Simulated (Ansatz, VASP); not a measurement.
**BP: VASP beside Ansatz**

File INCAR:

```
SYSTEM = BP
PREC = Accurate
ENCUT = 500
EDIFF = 1E-6
ISMEAR = 0
SIGMA = 0.02
LREAL = .False.
LASPH = .True.
NELM = 120
ALGO = Normal
ISIF = 2
LWAVE = .False.
LCHARG = .False.
NBANDS = 11
GGA_COMPAT = .False.
```

KPOINTS

```
Automatic mesh
0
Gamma
  10 10 10
  0 0 0
```

File POSCAR:

```
BP
1.0
    0.0000000000      2.1757516205      2.1757516205
    2.1757516205      0.0000000000      2.1757516205
    2.1757516205      2.1757516205      0.0000000000
B P
1 1
Direct
    0.0000000000      0.0000000000      0.0000000000
    0.2500000000      0.2500000000      0.2500000000
```

Input for Ansatz:

```yaml
crystal:
  lattice:
    - [0.0, 2.1757516205, 2.1757516205]
    - [2.1757516205, 0.0, 2.1757516205]
    - [2.1757516205, 2.1757516205, 0.0]
  atoms:
    - { symbol: B, position: [0.0, 0.0, 0.0] }
    - { symbol: P, position: [0.25, 0.25, 0.25] }
basis:
  ecutwfc: 420
kpoints:
  mp_grid: { grid: [10, 10, 10] }
hamiltonian:
  xc: lda
scf:
  occupations: { method: gaussian, width: 0.02 }
output:
  forces: true
  stress: true
  eigenvalues: true
```

Alike in both runs: task single point; functional LDA; k mesh 10 × 10 × 10; occupations gaussian, width 0.02 eV; no spin polarisation.

|  | VASP | Ansatz |
| --- | --- | --- |
| version | VASP 6.6.1 | Ansatz 0.2.0 |
| potentials or method | VASP PAW LDA potentials, release 64 (B, P), cutoff 500 eV | scalar-relativistic, plane waves, PAW |
| valence electrons in the cell | 8 | 8 |

Ansatz gave:

```
gap on the k mesh at the Fermi level (eV) : 1.04
least direct gap on the mesh (eV)         : 3.61
pressure (GPa)                            : 19.7
```

Question: Estimate VASP's values.

Answer: gap on the k mesh at the Fermi level (eV): 1.04; least direct gap on the mesh (eV): 3.61; pressure (GPa): 19.6.

LDA's correlation is that of Perdew and Zunger in VASP and of Perdew and Wang (1992) in Ansatz.
